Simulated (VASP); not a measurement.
Input of a VASP 6.6.1 run:

File INCAR:

```
SYSTEM = TiSi16
PREC     = Accurate       ! precision mode
ENCUT    = 400            ! plane-wave cutoff, eV
EDIFF    = 1E-6           ! SCF threshold, eV
ISMEAR   = 0              ! smearing method
SIGMA    = 0.02           ! smearing width, eV
LREAL    = .False.        ! projectors in reciprocal space
LASPH    = .True.         ! aspherical terms in the spheres
NELM     = 120            ! most SCF steps
ALGO     = Normal         ! electronic algorithm
ISIF     = 2              ! what is computed and relaxed
LWAVE    = .False.        ! write WAVECAR
LCHARG   = .True.         ! write CHGCAR
GGA      = PE             ! functional
LELF     = .True.         ! ELF
LVHAR    = .True.       
NBANDS   = 52             ! bands
GGA_COMPAT= .False.
```

Contents of KPOINTS:

```
regular mesh
0
Gamma
  2 2 2
  0 0 0
```

Contents of POSCAR:

```
TiSi16
1.0
    0.0000000000      5.4300000000      5.4300000000
    5.4300000000      0.0000000000      5.4300000000
    5.4300000000      5.4300000000      0.0000000000
Si Ti
16 1
Direct
    0.0018500889     -0.0120928120      0.0049213699
    0.1246532711      0.1109259858      0.1437258542
   -0.0000284103     -0.0141587117      0.5066522867
    0.1242566920      0.1107027963      0.6205848097
    0.0014283115      0.4916402116      0.0092215373
    0.1353512650      0.6141523210      0.1251681697
    0.0013203897      0.4914049385      0.4975915789
    0.1230752630      0.6239989656      0.6262952441
    0.5054936329     -0.0124860705      0.0090655758
    0.6279795993      0.1212420552      0.1253772676
    0.5051728517     -0.0124988868      0.4979518235
    0.6380389409      0.1093778788      0.6262659734
    0.5059186820      0.4918360337      0.0011351614
    0.6277653884      0.6138617405      0.1278825715
    0.5055327094      0.4916741181      0.5012918587
    0.6276155461      0.6138101449      0.6305053302
    0.2515659285      1.2377955510      0.7550702574
```

Potentials or basis: VASP PAW PBE potentials, release 64 (Si, Ti_sv).

Launch:

```bash
$ cat potpaw_PBE.64/Si/POTCAR potpaw_PBE.64/Ti_sv/POTCAR > POTCAR
$ mpirun -np 1 vasp_std > vasp.out
```

**Question.** What does it give for the pressure?

**Answer.** 4.0 GPa.

**Question.** Predict the largest force.

**Answer.** 0.012 eV/Å.

**Question.** What does it give for the band gap on the k mesh?

**Answer.** Zero (bands 38 and 39 overlap by 0.40 eV).

Stress tensor (GPa, compression positive):
```
 3.93  0.11  0.01
 0.11  3.92 -0.01
 0.01 -0.01  4.08
```

Caveat: the k points lie up to 0.50 Å⁻¹ apart.
